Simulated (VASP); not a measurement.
# Ca (Fm-3m) in VASP: single point with r2SCAN

Aim: the single point of Ca with r2SCAN.

Program: VASP 6.6.1. These are calculated values, not measurements. Logs are shortened: lines on timing, memory, paths and dates and some standing lists are left out, and cuts for length are marked.

### 1 The cell of the first run

Symmetry: Fm-3m, No. 225, cubic system. The conventional cell has a = 4.739 Å, b = 4.739 Å, c = 4.739 Å, α = 90.00°, β = 90.00°, γ = 90.00°. Within 4.4 Å of Ca (site symmetry m-3m) lie 12 Ca at 3.35 Å.

### 2 Single point, r2SCAN

Contents of POSCAR:

```
Ca
1.0
    0.0000000000      2.3693300000      2.3693300000
    2.3693300000      0.0000000000      2.3693300000
    2.3693300000      2.3693300000      0.0000000000
Ca
1
Direct
    0.0000000000      0.0000000000      0.0000000000
```

Contents of INCAR.step1:

```
  ALGO = Normal
  EDIFF = 1E-5
  ENCUT = 550
  GGA = PE
  GGA_COMPAT = F
  ISMEAR = 0
  LASPH = T
  LCHARG = F
  LREAL = F
  LWAVE = T
  NBANDS = 11
  NELM = 120
  PREC = Accurate
  SIGMA = 0.0784
```

Contents of INCAR.step2:

```
  ALGO = Normal
  EDIFF = 1E-6
  ENCUT = 550
  GGA_COMPAT = F
  ISIF = 2
  ISMEAR = 0
  ISTART = 1
  LASPH = T
  LCHARG = F
  LMIXTAU = T
  LREAL = F
  LWAVE = F
  METAGGA = R2SCAN
  NBANDS = 11
  NELM = 120
  PREC = Accurate
  SIGMA = 0.0784
```

Contents of KPOINTS:

```
k-points
0
Gamma
  9 9 9
```

Potentials or basis: VASP PAW PBE potentials, release 64 (Ca_sv).

The run is started by

```bash
$ cat potpaw_PBE.64/Ca_sv/POTCAR > POTCAR
$ cp INCAR.step1 INCAR
$ mpirun -np 1 vasp_std > vasp.out
$ cp INCAR.step2 INCAR
$ mpirun -np 1 vasp_std > vasp.out
```

OUTCAR:

```text
EDIFF = 1E-6
   ENCUT = 550
   ISIF = 2
   ISMEAR = 0
   ISTART = 1
   LASPH = T
   LREAL = F
   METAGGA = R2SCAN
   NELM = 120
   PREC = Accurate

 ion  position               nearest neighbor table
   1  0.000  0.000  0.000-

  LATTYP: Found a face centered cubic cell.
 ALAT       =     4.7386600000

  Lattice vectors:

 A1 = (   0.0000000000,   2.3693300000,   2.3693300000)
 A2 = (   2.3693300000,   0.0000000000,   2.3693300000)
 A3 = (   2.3693300000,   2.3693300000,   0.0000000000)

Analysis of symmetry for initial positions (statically):
=====================================================================
 Subroutine PRICEL returns:
 Original cell was already a primitive cell.

 Routine SETGRP: Setting up the symmetry group for a
 face centered cubic supercell.

 Subroutine GETGRP returns: Found 48 space group operations
 (whereof 48 operations were pure point group operations)
 out of a pool of 48 trial point group operations.

The static configuration has the point symmetry O_h .

Analysis of symmetry for dynamics (positions and initial velocities):
=====================================================================
 Subroutine PRICEL returns:
 Original cell was already a primitive cell.

 Routine SETGRP: Setting up the symmetry group for a
 face centered cubic supercell.

 Subroutine GETGRP returns: Found 48 space group operations
 (whereof 48 operations were pure point group operations)
 out of a pool of 48 trial point group operations.

The dynamic configuration has the point symmetry O_h .

 Subroutine INISYM returns: Found 48 space group operations
 (whereof 48 operations are pure point group operations),
 and found     1 'primitive' translations

----------------------------------------------------------------------------------------

                                     Primitive cell

  volume of cell :      26.6015

  direct lattice vectors                    reciprocal lattice vectors
     0.000000000  2.369330000  2.369330000    -0.211030122  0.211030122  0.211030122
     2.369330000  0.000000000  2.369330000     0.211030122 -0.211030122  0.211030122
     2.369330000  2.369330000  0.000000000     0.211030122  0.211030122 -0.211030122

  length of vectors
     3.350738620  3.350738620  3.350738620     0.365514894  0.365514894  0.365514894

  position of ions in fractional coordinates (direct lattice)
     0.000000000  0.000000000  0.000000000

  ion indices of the primitive-cell ions
   primitive index   ion index
                 1           1

----------------------------------------------------------------------------------------

 KPOINTS: k-points

Automatic generation of k-mesh.
 Grid dimensions read from file:
 generate k-points for:    9    9    9

 Generating k-lattice:

  Cartesian coordinates                     Fractional coordinates (reciprocal lattice)
    -0.023447791  0.023447791  0.023447791     0.111111111  0.000000000  0.000000000
     0.023447791 -0.023447791  0.023447791     0.000000000  0.111111111  0.000000000
     0.023447791  0.023447791 -0.023447791     0.000000000  0.000000000  0.111111111

  Length of vectors
     0.040612766  0.040612766  0.040612766

  Shift w.r.t. Gamma in fractional coordinates (k-lattice)
     0.000000000  0.000000000  0.000000000

 Subroutine IBZKPT returns following result:
 ===========================================

 Found     35 irreducible k-points:

 Following reciprocal coordinates:
            Coordinates               Weight
  0.000000  0.000000  0.000000      1.000000
  0.111111  0.000000  0.000000      8.000000
  0.222222  0.000000  0.000000      8.000000
  0.333333  0.000000  0.000000      8.000000
  0.444444  0.000000  0.000000      8.000000
  0.111111  0.111111  0.000000      6.000000
[... 16 lines left out ...]
 -0.333333  0.333333  0.000000     12.000000
  0.444444  0.444444  0.000000      6.000000
 [... further k-points ...]
   k-points           NKPTS =     35   k-points in BZ     NKDIM =     35   number of bands    NBANDS=     11
   number of dos      NEDOS =    301   number of ions     NIONS =      1
   total plane-waves  NPLWV =  21952
   dimension x,y,z NGX =    28 NGY =   28 NGZ =   28
   dimension x,y,z NGXF=    56 NGYF=   56 NGZF=   56
   ions per type =               1
   NGX,Y,Z   is equivalent  to a cutoff of  13.89, 13.89, 13.89 a.u.
   NGXF,Y,Z  is equivalent  to a cutoff of  27.78, 27.78, 27.78 a.u.
 SYSTEM =  unknown system
   PREC   = accura    normal or accurate (medium, high low for compatibility)
   ISTART =      1    job   : 0-new  1-cont  2-samecut
   ICHARG =      0    charge: 1-file 2-atom 10-const
   ISPIN  =      1    spin polarized calculation?
   LNONCOLLINEAR =      F non collinear calculations
   LSORBIT =      F    spin-orbit coupling
   LASPH  =      T    aspherical Exc in radial PAW
   ENCUT  =  550.0 eV  40.42 Ry    6.36 a.u.   6.41  6.41  6.41*2*pi/ulx,y,z
   NELM   =    120;   NELMIN=  2; NELMDL=  0     # of ELM steps
   EDIFF  = 0.1E-05   stopping-criterion for ELM
   LREAL  =      F    real-space projection
   EDIFFG = 0.1E-04   stopping-criterion for IOM
   NSW    =      0    number of steps for IOM
   IBRION =     -1    ionic relax: 0-MD 1-quasi-New 2-CG
   NFREE  =      0    steps in history (QN), initial steepest desc. (CG)
   ISIF   =      2    stress and relaxation
   ISYM   =      2    0-nonsym 1-usesym 2-fastsym
   POTIM  = 0.5000    time-step for ionic-motion
   TEBEG  =    0.0;   TEEND  =   0.0 temperature during run
   PSTRESS=    0.0 pullay stress
   NELECT =      10.0000    total number of electrons
   NUPDOWN=      -1.0000    fix difference up-down
   EMIN   =  10.00;   EMAX   =-10.00  energy-range for DOS
   EFERMI =   0.00;   METHOD = LEGACY
   ISMEAR =     0;   SIGMA  =   0.08  broadening in eV -4-tet -1-fermi 0-gaus
   EFERMI_NEDOS =   21; number of points for ismear=-14 and -15
   IALGO  =     38    algorithm
   IMIX   =      4    mixing-type and parameters
     AMIX     =   0.40;   BMIX     =  1.00
     AMIX_MAG =   1.60;   BMIX_MAG =  1.00
  volume/ion in A,a.u.               =      26.60       179.52
  Fermi-wavevector in a.u.,A,eV,Ry     =   1.181515  2.232740 18.993433  1.395978
  Thomas-Fermi vector in A             =   2.317787
   LORBIT       =      0    0 simple, 1 ext, 2 COOP (PROOUT), +10 PAW based schemes
   METAGGA = R2SCAN    functional components
   LHFCALC =     F    Hartree Fock is set to
   AEXX    =    0.0000 exact exchange contribution
   IVDW    =     0    specifies the selected vdW correction
   LEPSILON=     F    determine dielectric tensor
   LRPA    =     F    only Hartree local field effects (RPA)
 non-spin polarized calculation
 Gauss-broadening in eV      SIGMA  =   0.08
  energy-cutoff  :      550.00
  volume of cell :       26.60
 maximum number of plane-waves:       793
 NGX is ok and might be reduce to    28
   NGX = 13   NGY = 13   NGZ = 13

 number of electron       9.9999999 magnetization

 Free energy of the ion-electron system (eV)
  ---------------------------------------------------
  ext. energy  EPLUGINS =         0.00000000
  ---------------------------------------------------
  free energy    TOTEN  =        -6.36467009 eV

  energy without entropy =       -6.36410942  energy(sigma->0) =       -6.36438976

 E-fermi :   4.2925     XC(G=0):  -9.8770

 val. band max:        4.1733583874   @ k =  -0.3333   0.3333   0.1111
 cond. band min:       4.3950225434   @ k =  -0.4444   0.2222   0.0000
 fundamental gap:      0.2216641560
 Fermi energy:         4.2925356226

 k-point     1 :       0.0000    0.0000    0.0000
  band No.  band energies     occupation
      1     -38.6136      2.00000
      2     -18.4465      2.00000
      3     -18.4465      2.00000
      4     -18.4465      2.00000
      5      -0.6938      2.00000
      6       7.4853      0.00000
      7       7.4853      0.00000
      8       7.4853      0.00000
      9       9.3103      0.00000
     10       9.3103      0.00000
     11      15.9975      0.00000

 k-point     2 :       0.1111    0.0000    0.0000
  band No.  band energies     occupation
      1     -38.6012      2.00000
      2     -18.5310      2.00000
      3     -18.4561      2.00000
      4     -18.4561      2.00000
      5      -0.3592      2.00000
      6       7.1055      0.00000
      7       7.6125      0.00000
      8       7.6125      0.00000
      9       9.1796      0.00000
     10       9.1796      0.00000
     11      16.5754      0.00000

 k-point     3 :       0.2222    0.0000    0.0000
  band No.  band energies     occupation
      1     -38.5699      2.00000
      2     -18.7393      2.00000
      3     -18.4804      2.00000
      4     -18.4804      2.00000
      5       0.5596      2.00000
      6       6.2976      0.00000
      7       7.7137      0.00000
      8       7.7137      0.00000
      9       9.1908      0.00000
     10       9.1908      0.00000
     11      15.9388      0.00000

 k-point     4 :       0.3333    0.0000    0.0000
  band No.  band energies     occupation
      1     -38.5339      2.00000
      2     -18.9674      2.00000
      3     -18.5077      2.00000
      4     -18.5077      2.00000
      5       1.8036      2.00000
      6       5.5010      0.00000
      7       7.4618      0.00000
      8       7.4618      0.00000
      9       9.7917      0.00000
     10       9.7917      0.00000
     11      14.3802      0.00000
[... 239 lines left out ...]
 k-point    22 :      -0.4444    0.3333    0.0000
  band No.  band energies     occupation
      1     -38.4776      2.00000
      2     -18.9950      2.00000
      3     -18.7815      2.00000
      4     -18.6319      2.00000
      5       3.6611      2.00000
      6       4.6892      0.00000
      7       6.0445      0.00000
      8       9.0547      0.00000
      9      10.5447      0.00000
     10      11.5654      0.00000
     11      12.5577      0.00000

 k-point    23 :      -0.3333    0.3333    0.0000
  band No.  band energies     occupation
      1     -38.4810      2.00000
      2     -18.9014      2.00000
      3     -18.8917      2.00000
      4     -18.5952      2.00000
      5       4.1263      1.99729
      6       4.7133      0.00000
      7       5.6954      0.00000
      8       8.5619      0.00000
      9       9.9985      0.00000
     10      11.4863      0.00000
     11      13.4792      0.00000

 k-point    24 :       0.4444    0.4444    0.0000
  band No.  band energies     occupation
      1     -38.4770      2.00000
      2     -19.0601      2.00000
      3     -18.6711      2.00000
      4     -18.6711      2.00000
      5       2.9930      2.00000
      6       4.5581      0.00000
      7       6.6235      0.00000
      8      10.4573      0.00000
      9      10.5786      0.00000
     10      10.5786      0.00000
     11      14.2421      0.00000

 [... further k-points ...]
[... 5 lines left out ...]
  --------------------------------------------------------------------------------------
  -------------------------------------------------------------------------------------
  Total        2.9316989      2.9316989      2.9316989      0.0000000     -0.0000000      0.0000000
  in kB      176.5725899    176.5725899    176.5725899      0.0000000     -0.0000000      0.0000000
  external PRESSURE =     176.5725899 kB  Pullay stress =       0.0000000 kB

 VOLUME and BASIS-vectors are now :
 -----------------------------------------------------------------------------
  energy-cutoff  :      550.00
  volume of cell :       26.60
      direct lattice vectors                 reciprocal lattice vectors
     0.000000000  2.369330000  2.369330000    -0.211030122  0.211030122  0.211030122
     2.369330000  0.000000000  2.369330000     0.211030122 -0.211030122  0.211030122
     2.369330000  2.369330000  0.000000000     0.211030122  0.211030122 -0.211030122

 POSITION                                       TOTAL-FORCE (eV/Angst)
 -----------------------------------------------------------------------------------
      0.00000      0.00000      0.00000         0.000000     -0.000000      0.000000
 -----------------------------------------------------------------------------------
    total drift:                               -0.000000     -0.000000     -0.000000

  FREE ENERGIE OF THE ION-ELECTRON SYSTEM (eV)
  ---------------------------------------------------
  free  energy   TOTEN  =        -6.3646700948 eV

  energy  without entropy=       -6.3641094218  energy(sigma->0) =       -6.36438976
```

Run time: 1.9 min. Hardware: 1 thread of Intel Xeon 8259CL, shared host; peak memory 0.17 GiB.

What came out:

```
Free energy            : -6.3647 eV
Pressure               : 17.7 GPa
Band gap on the k mesh : 0.22 eV, indirect (least direct gap 0.42 eV)
```

Caveat: the PAW data sets were made with another functional, which shifts forces and pressure a little. A k mesh can miss the band edges.
